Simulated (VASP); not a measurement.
# Al2O3 (P-6m2) in VASP: further runs

Runs on Al2O3. Level: LDA. Tasks: single point.

Everything below comes from runs of VASP 6.6.1. Logs are shortened: lines on timing, memory, paths and dates and some standing lists are left out, and cuts for length are marked.

### Step 1. The cell of the first run

It takes space group P-6m2 (No. 187, hexagonal). Conventional cell: a = 2.769 Å, b = 2.769 Å, c = 9.710 Å, α = 90.00°, β = 90.00°, γ = 120.00°. Al (site symmetry 3m) has 6 O at 1.75 to 2.16 Å within 2.3 Å. Within 2.3 Å of O (site symmetry 3m) lie 3 Al at 1.75 Å. Within 2.9 Å of O (site symmetry -6m2) lie 6 Al at 2.16 Å and 12 O at 2.69 to 2.77 Å.

### Step 2. Single point, LDA (strain -0.040 along x and y, +0.040 along z)

INCAR

```
SYSTEM = Al2O3
PREC = Accurate ; ENCUT = 520
EDIFF = 1E-6 ; ISMEAR = 0
SIGMA = 0.05 ; LREAL = .False.
LASPH = .True. ; NELM = 60
ALGO = Normal ; ISIF = 2
LWAVE = .False. ; LCHARG = .True.
GGA = CA ; LELF = .True.
LVHAR = .True. ; NBANDS = 20
```

KPOINTS

```
regular mesh
0
Gamma
  9 9 4
  0 0 0
```

POSCAR

```
Al2O3
1.0
    2.7689519504      0.0000000000      0.0000000000
   -1.3844759752      2.3979827309      0.0000000000
    0.0000000000      0.0000000000      9.7102246384
Al O
2 3
Direct
    0.0000000000      0.0000000000      0.1499923300
    0.0000000000      0.0000000000      0.8500076700
    0.3333333333      0.6666666667      0.2223169200
    0.6666666667      0.3333333333      0.0000000000
    0.3333333333      0.6666666667      0.7776830800
```

Potentials or basis: VASP PAW LDA potentials, release 64 (Al, O).

The run is started by

```
cat potpaw_LDA.64/Al/POTCAR potpaw_LDA.64/O/POTCAR > POTCAR
mpirun -np 1 vasp_std > vasp.out
```

OUTCAR:

```text
SYSTEM = Al2O3
   PREC = Accurate
   ENCUT = 520
   EDIFF = 1E-6
   ISMEAR = 0
   LREAL = .False.
   LASPH = .True.
   NELM = 60
   ISIF = 2
   GGA = CA

 ion  position               nearest neighbor table
   1  0.000  0.000  0.150-   3 1.75   3 1.75   3 1.75   4 2.16   4 2.16   4 2.16   2 2.91
   2  0.000  0.000  0.850-   5 1.75   5 1.75   5 1.75   4 2.16   4 2.16   4 2.16   1 2.91
   3  0.333  0.667  0.222-   1 1.75   1 1.75   1 1.75
   4  0.667  0.333  0.000-   1 2.16   2 2.16   1 2.16   2 2.16   1 2.16   2 2.16
   5  0.333  0.667  0.778-   2 1.75   2 1.75   2 1.75

  LATTYP: Found a hexagonal cell.
 ALAT       =     2.7689519504
 C/A-ratio  =     3.5068230913

  Lattice vectors:

 A1 = (   2.7689519504,   0.0000000000,   0.0000000000)
 A2 = (  -1.3844759752,   2.3979827309,   0.0000000000)
 A3 = (   0.0000000000,   0.0000000000,   9.7102246384)

Analysis of symmetry for initial positions (statically):
=====================================================================
 Subroutine PRICEL returns:
 Original cell was already a primitive cell.

 Routine SETGRP: Setting up the symmetry group for a
 hexagonal supercell.

 Subroutine GETGRP returns: Found 12 space group operations
 (whereof 12 operations were pure point group operations)
 out of a pool of 24 trial point group operations.

The static configuration has the point symmetry D_3h.

Analysis of symmetry for dynamics (positions and initial velocities):
=====================================================================
 Subroutine PRICEL returns:
 Original cell was already a primitive cell.

 Routine SETGRP: Setting up the symmetry group for a
 hexagonal supercell.

 Subroutine GETGRP returns: Found 12 space group operations
 (whereof 12 operations were pure point group operations)
 out of a pool of 24 trial point group operations.

The dynamic configuration has the point symmetry D_3h.

 Subroutine INISYM returns: Found 12 space group operations
 (whereof 12 operations are pure point group operations),
 and found     1 'primitive' translations

----------------------------------------------------------------------------------------

                                     Primitive cell

  volume of cell :      64.4749

  direct lattice vectors                    reciprocal lattice vectors
     2.768951950  0.000000000  0.000000000     0.361147473  0.208508591  0.000000000
    -1.384475975  2.397982731  0.000000000     0.000000000  0.417017182  0.000000000
     0.000000000  0.000000000  9.710224638     0.000000000  0.000000000  0.102984229

  length of vectors
     2.768951950  2.768951950  9.710224638     0.417017182  0.417017182  0.102984229

  position of ions in fractional coordinates (direct lattice)
     0.000000000  0.000000000  0.149992330
     0.000000000  0.000000000  0.850007670
     0.333333333  0.666666667  0.222316920
     0.666666667  0.333333333  0.000000000
     0.333333333  0.666666667  0.777683080

  ion indices of the primitive-cell ions
   primitive index   ion index
                 1           1
                 2           2
                 3           3
                 4           4
                 5           5

----------------------------------------------------------------------------------------

 KPOINTS: regular mesh

Automatic generation of k-mesh.
 Grid dimensions read from file:
 generate k-points for:    9    9    4

 Generating k-lattice:

  Cartesian coordinates                     Fractional coordinates (reciprocal lattice)
     0.040127497  0.023167621  0.000000000     0.111111111  0.000000000  0.000000000
     0.000000000  0.046335242  0.000000000     0.000000000  0.111111111  0.000000000
     0.000000000  0.000000000  0.025746057     0.000000000  0.000000000  0.250000000

  Length of vectors
     0.046335242  0.046335242  0.025746057

  Shift w.r.t. Gamma in fractional coordinates (k-lattice)
     0.000000000  0.000000000  0.000000000

 Subroutine IBZKPT returns following result:
 ===========================================

 Found     36 irreducible k-points:

 Following reciprocal coordinates:
            Coordinates               Weight
  0.000000  0.000000  0.000000      1.000000
  0.111111  0.000000  0.000000      6.000000
  0.222222 -0.000000  0.000000      6.000000
  0.333333 -0.000000  0.000000      6.000000
  0.444444 -0.000000  0.000000      6.000000
  0.111111  0.111111  0.000000      6.000000
[... 16 lines left out ...]
  0.333333  0.222222  0.250000     24.000000
  0.333333  0.333333  0.250000      4.000000
 [... further k-points ...]
   k-points           NKPTS =     36   k-points in BZ     NKDIM =     36   number of bands    NBANDS=     20
   number of dos      NEDOS =    301   number of ions     NIONS =      5
   total plane-waves  NPLWV =  41472
   dimension x,y,z NGX =    24 NGY =   24 NGZ =   72
   dimension x,y,z NGXF=    48 NGYF=   48 NGZF=  144
   ions per type =               2   3
   NGX,Y,Z   is equivalent  to a cutoff of  14.41, 14.41, 12.33 a.u.
   NGXF,Y,Z  is equivalent  to a cutoff of  28.82, 28.82, 24.65 a.u.
 SYSTEM =  Al2O3
   PREC   = accura    normal or accurate (medium, high low for compatibility)
   ISTART =      0    job   : 0-new  1-cont  2-samecut
   ICHARG =      2    charge: 1-file 2-atom 10-const
   ISPIN  =      1    spin polarized calculation?
   LNONCOLLINEAR =      F non collinear calculations
   LSORBIT =      F    spin-orbit coupling
   LASPH  =      T    aspherical Exc in radial PAW
   ENCUT  =  520.0 eV  38.22 Ry    6.18 a.u.   5.15  5.15 18.05*2*pi/ulx,y,z
   NELM   =     60;   NELMIN=  2; NELMDL= -5     # of ELM steps
   EDIFF  = 0.1E-05   stopping-criterion for ELM
   LREAL  =      F    real-space projection
   EDIFFG = 0.1E-04   stopping-criterion for IOM
   NSW    =      0    number of steps for IOM
   IBRION =     -1    ionic relax: 0-MD 1-quasi-New 2-CG
   NFREE  =      0    steps in history (QN), initial steepest desc. (CG)
   ISIF   =      2    stress and relaxation
   ISYM   =      2    0-nonsym 1-usesym 2-fastsym
   POTIM  = 0.5000    time-step for ionic-motion
   TEBEG  =    0.0;   TEEND  =   0.0 temperature during run
   PSTRESS=    0.0 pullay stress
   NELECT =      24.0000    total number of electrons
   NUPDOWN=      -1.0000    fix difference up-down
   EMIN   =  10.00;   EMAX   =-10.00  energy-range for DOS
   EFERMI =   0.00;   METHOD = LEGACY
   ISMEAR =     0;   SIGMA  =   0.05  broadening in eV -4-tet -1-fermi 0-gaus
   EFERMI_NEDOS =   21; number of points for ismear=-14 and -15
   IALGO  =     38    algorithm
   IMIX   =      4    mixing-type and parameters
     AMIX     =   0.40;   BMIX     =  1.00
     AMIX_MAG =   1.60;   BMIX_MAG =  1.00
  volume/ion in A,a.u.               =      12.89        87.02
  Fermi-wavevector in a.u.,A,eV,Ry     =   1.177647  2.225429 18.869262  1.386852
  Thomas-Fermi vector in A             =   2.313990
   LORBIT       =      0    0 simple, 1 ext, 2 COOP (PROOUT), +10 PAW based schemes
   GGA     = CA    functional components
   LHFCALC =     F    Hartree Fock is set to
   AEXX    =    0.0000 exact exchange contribution
   IVDW    =     0    specifies the selected vdW correction
   LEPSILON=     F    determine dielectric tensor
   LRPA    =     F    only Hartree local field effects (RPA)
 non-spin polarized calculation
 Gauss-broadening in eV      SIGMA  =   0.05
  energy-cutoff  :      520.00
  volume of cell :       64.47
 maximum number of plane-waves:      1753
 NGX is ok and might be reduce to    24
   NGX = 11   NGY = 11   NGZ = 37

 number of electron      23.9999990 magnetization

 Free energy of the ion-electron system (eV)
  ---------------------------------------------------
  ext. energy  EPLUGINS =         0.00000000
  ---------------------------------------------------
  free energy    TOTEN  =       -39.90107932 eV

  energy without entropy =      -39.90107932  energy(sigma->0) =      -39.90107932

 E-fermi :   0.9677     XC(G=0):  -8.9596

 val. band max:        0.6941631378   @ k =   0.0000   0.0000   0.5000
 cond. band min:       6.2680314221   @ k =   0.0000   0.0000   0.0000
 fundamental gap:      5.5738682843
 Fermi energy:         0.9677457243

 k-point     1 :       0.0000    0.0000    0.0000
  band No.  band energies     occupation
      1     -18.0358      2.00000
      2     -17.2484      2.00000
      3     -15.7968      2.00000
      4      -4.7820      2.00000
      5      -1.8222      2.00000
      6      -0.6095      2.00000
[... 12 lines left out ...]
     19      16.0146      0.00000
     20      16.6332      0.00000

 k-point     2 :       0.1111    0.0000    0.0000
  band No.  band energies     occupation
      1     -17.8625      2.00000
      2     -17.1102      2.00000
      3     -15.7100      2.00000
      4      -4.6497      2.00000
      5      -1.9140      2.00000
      6      -1.2194      2.00000
[... 12 lines left out ...]
     19      15.0687      0.00000
     20      15.9907      0.00000

 k-point     3 :       0.2222   -0.0000    0.0000
  band No.  band energies     occupation
      1     -17.3790      2.00000
      2     -16.7376      2.00000
      3     -15.4935      2.00000
      4      -4.4199      2.00000
      5      -2.8519      2.00000
      6      -2.2833      2.00000
[... 12 lines left out ...]
     19      14.1595      0.00000
     20      14.7600      0.00000

 k-point     4 :       0.3333   -0.0000    0.0000
  band No.  band energies     occupation
      1     -16.7089      2.00000
      2     -16.2646      2.00000
      3     -15.2799      2.00000
      4      -4.7622      2.00000
      5      -4.2682      2.00000
      6      -3.2418      2.00000
[... 429 lines left out ...]
 k-point    23 :       0.3333    0.2222    0.2500
  band No.  band energies     occupation
      1     -15.8958      2.00000
      2     -15.7791      2.00000
      3     -15.1664      2.00000
      4      -4.9031      2.00000
      5      -4.7219      2.00000
      6      -3.7020      2.00000
[... 12 lines left out ...]
     19      14.1938      0.00000
     20      14.5688      0.00000

 k-point    24 :       0.3333    0.3333    0.2500
  band No.  band energies     occupation
      1     -15.7116      2.00000
      2     -15.6872      2.00000
      3     -15.1678      2.00000
      4      -4.6188      2.00000
      5      -4.5712      2.00000
      6      -3.5482      2.00000
[... 12 lines left out ...]
     19      14.1726      0.00000
     20      14.4729      0.00000

 [... further k-points ...]

------------------------ aborting loop because EDIFF is reached ----------------------------------------

  FORCE on cell =-STRESS in cart. coord.  units (eV):
  Direction    XX          YY          ZZ          XY          YZ          ZX
  --------------------------------------------------------------------------------------
  -------------------------------------------------------------------------------------
  Total        4.7671605      4.7671605     -4.2762916      0.0000000      0.0000000      0.0000000
  in kB      118.4621506    118.4621506   -106.2642405      0.0000000      0.0000000      0.0000000
  external PRESSURE =      43.5533536 kB  Pullay stress =       0.0000000 kB

 VOLUME and BASIS-vectors are now :
 -----------------------------------------------------------------------------
  energy-cutoff  :      520.00
  volume of cell :       64.47
      direct lattice vectors                 reciprocal lattice vectors
     2.768951950  0.000000000  0.000000000     0.361147473  0.208508591  0.000000000
    -1.384475975  2.397982731  0.000000000     0.000000000  0.417017182  0.000000000
     0.000000000  0.000000000  9.710224638     0.000000000  0.000000000  0.102984229

 POSITION                                       TOTAL-FORCE (eV/Angst)
 -----------------------------------------------------------------------------------
      0.00000      0.00000      1.45646         0.000000      0.000000     -1.345828
      0.00000      0.00000      8.25377        -0.000000      0.000000      1.345828
     -0.00000      1.59866      2.15875         0.000000      0.000000     -0.064793
      1.38448      0.79933      0.00000         0.000000      0.000000      0.000000
     -0.00000      1.59866      7.55148        -0.000000      0.000000      0.064793
 -----------------------------------------------------------------------------------
    total drift:                                0.000000     -0.000000      0.000000

  FREE ENERGIE OF THE ION-ELECTRON SYSTEM (eV)
  ---------------------------------------------------
  free  energy   TOTEN  =       -39.9010793235 eV

  energy  without entropy=      -39.9010793235  energy(sigma->0) =      -39.90107932
```

Wall time 1.9 min (1 thread of Intel Xeon 8259CL, shared host); peak memory 0.17 GiB.

What came out:

| Quantity | Value |
| --- | --- |
| Free energy | -39.9011 eV |
| Pressure | 4.4 GPa |
| Largest force | 1.346 eV/Å |
| Band gap on the k mesh | 5.57 eV |

Forces in eV/Å, atoms in the order of the input:
```
Al   0.000  0.000 -1.346
Al   0.000  0.000  1.346
O    0.000  0.000 -0.065
O    0.000  0.000  0.000
O    0.000  0.000  0.065
```

Stress tensor (GPa, compression positive):
```
 11.85   0.00   0.00
  0.00  11.85   0.00
  0.00   0.00 -10.63
```

Levels at points of the mesh, in eV from the valence-band top:
```
           k point  band 10  band 11  band 12  band 13  band 14  band 15
(0.00, 0.00, 0.00)    -0.53     0.00     0.00     5.57     8.12     8.44
(0.00, 0.00, 0.50)    -0.56     0.00     0.00     5.72     7.53     8.82
```

Caveat: the cell differs from its parent crystal (strain -0.040 along x and y, +0.040 along z); the cell stands under pressure; an odd mesh through Γ misses points on the zone boundary, where band edges can lie; forces of over 1 eV/Å act on the atoms, so gaps and moduli don't describe the material at rest.

### Step 3. Single point, LDA (strain -0.040 along x and y, +0.080 along z)

INCAR

```
PREC = Accurate
ENCUT = 520
EDIFF = 1E-6
ISMEAR = 0
SIGMA = 0.05
LREAL = False
LASPH = True
NELM = 60
ALGO = Normal
ISIF = 2
LWAVE = False
LCHARG = False
NBANDS = 20
```

KPOINTS

```
Automatic mesh
0
Gamma
  9 9 4
```

Edit POSCAR of step 2 so:

```diff
@@ -4,3 +4,3 @@
    -1.3844759752      2.3979827309      0.0000000000
-    0.0000000000      0.0000000000      9.7102246384
+    0.0000000000      0.0000000000     10.0836948168
 Al O
```

Potentials or basis: VASP PAW LDA potentials, release 64 (Al, O).

The run is started by

```
cat potpaw_LDA.64/Al/POTCAR potpaw_LDA.64/O/POTCAR > POTCAR
mpirun -np 1 vasp_std > vasp.out
```

Run time: 2.4 min. Hardware: 1 thread of Intel Xeon 8259CL, shared host; peak memory 0.18 GiB.

Results (log left out):

```yaml
Free_energy: -39.6782 eV
Pressure: 0.6 GPa
Largest_force: 1.592 eV/Å
Band_gap_on_the_k_mesh: 4.95 eV
```

Forces on the atoms (eV/Å):
```
Al   0.000  0.000 -1.592
Al   0.000  0.000  1.592
O    0.000  0.000 -0.617
O    0.000  0.000  0.000
O    0.000  0.000  0.617
```

Stress tensor (GPa, compression positive):
```
 10.06   0.00   0.00
  0.00  10.06   0.00
  0.00   0.00 -18.31
```

Levels at points of the mesh, in eV from the valence-band top:
```
           k point  band 9  band 10  band 11  band 12  band 13  band 14  band 15  band 16
(0.00, 0.00, 0.00)   -1.54    -1.00     0.00     0.00     4.95     7.75     7.81     9.19
(0.00, 0.00, 0.50)   -1.54    -1.02     0.00     0.00     5.06     7.07     8.51     9.18
```

Caveat: the cell differs from its parent crystal (strain -0.040 along x and y, +0.080 along z); an odd mesh through Γ misses points on the zone boundary, where band edges can lie; forces of over 1 eV/Å act on the atoms, so gaps and moduli don't describe the material at rest.

### Step 4. Single point, LDA (strain +0.040 along x and y, -0.080 along z)

INCAR

```
  PREC = Accurate
  ENCUT = 520
  EDIFF = 1E-6
  ISMEAR = 0
  SIGMA = 0.05
  LREAL = F
  LASPH = T
  NELM = 60
  ALGO = Normal
  ISIF = 2
  LWAVE = F
  LCHARG = F
  NBANDS = 20
```

KPOINTS

```
regular mesh
0
Gamma
  9 9 4
```

Edit POSCAR of step 3 so:

```diff
@@ -2,5 +2,5 @@
 1.0
-    2.7689519504      0.0000000000      0.0000000000
-   -1.3844759752      2.3979827309      0.0000000000
-    0.0000000000      0.0000000000     10.0836948168
+    2.9996979462      0.0000000000      0.0000000000
+   -1.4998489731      2.5978146251      0.0000000000
+    0.0000000000      0.0000000000      8.5898141032
 Al O
```

The run is started by

```
cat potpaw_LDA.64/Al/POTCAR potpaw_LDA.64/O/POTCAR > POTCAR
mpirun -np 1 vasp_std > vasp.out
```

It took 1.8 min on 1 thread of Intel Xeon 8259CL, shared host; peak memory 0.17 GiB.

Results (log left out):

```yaml
Free_energy: -39.5680 eV
Pressure: -10.8 GPa
Largest_force: 1.782 eV/Å
Band_gap_on_the_k_mesh: 3.51 eV (least direct gap 3.78 eV)
```

Forces in eV/Å, atoms in the order of the input:
```
Al   0.000  0.000  1.782
Al   0.000  0.000 -1.782
O    0.000  0.000 -0.241
O    0.000  0.000  0.000
O    0.000  0.000  0.241
```

Stress tensor (GPa, compression positive):
```
-20.45   0.00   0.00
  0.00 -20.45   0.00
  0.00   0.00   8.53
```

Levels at points of the mesh, in eV from the valence-band top:
| k point | band 9 | band 10 | band 11 | band 12 | band 13 | band 14 | band 15 | band 16 |
| --- | --- | --- | --- | --- | --- | --- | --- | --- |
| (0.00, 0.00, 0.00) | -1.57 | -1.22 | -1.22 | -0.27 | 3.51 | 6.36 | 6.94 | 8.80 |
| (0.00, 0.00, 0.50) | -1.57 | -1.22 | -1.22 | -0.37 | 3.65 | 6.18 | 6.82 | 9.21 |

Caveat: the cell differs from its parent crystal (strain +0.040 along x and y, -0.080 along z); the cell stands under tension; an odd mesh through Γ misses points on the zone boundary, where band edges can lie; forces of over 1 eV/Å act on the atoms, so gaps and moduli don't describe the material at rest.

### Step 5. Overview

```tsv
cell	gap on the mesh (eV)	pressure (GPa)	largest force (eV/Å)
a = 2.769, b = 2.769, c = 9.710 Å, angles 90.0, 90.0, 120.0°, 5 atoms	5.57	4.4	1.35
a = 2.769, b = 2.769, c = 10.084 Å, angles 90.0, 90.0, 120.0°, 5 atoms	4.95	0.6	1.59
a = 3.000, b = 3.000, c = 8.590 Å, angles 90.0, 90.0, 120.0°, 5 atoms	3.51	-10.8	1.78
```

Alike in all rows: task single point; level LDA; potentials or basis VASP PAW LDA potentials, release 64 (Al, O); no spin polarisation; k mesh 9 × 9 × 4; cutoff (eV) 520; smearing gaussian 0.05 eV.

Caveats: an odd mesh through Γ misses points on the zone boundary, where band edges can lie; forces of over 1 eV/Å act on the atoms, so gaps and moduli don't describe the material at rest; the cell stands under pressure (at least some runs); the cell stands under tension (at least some runs).

Absolute energies hang on the potentials; compare differences alone.
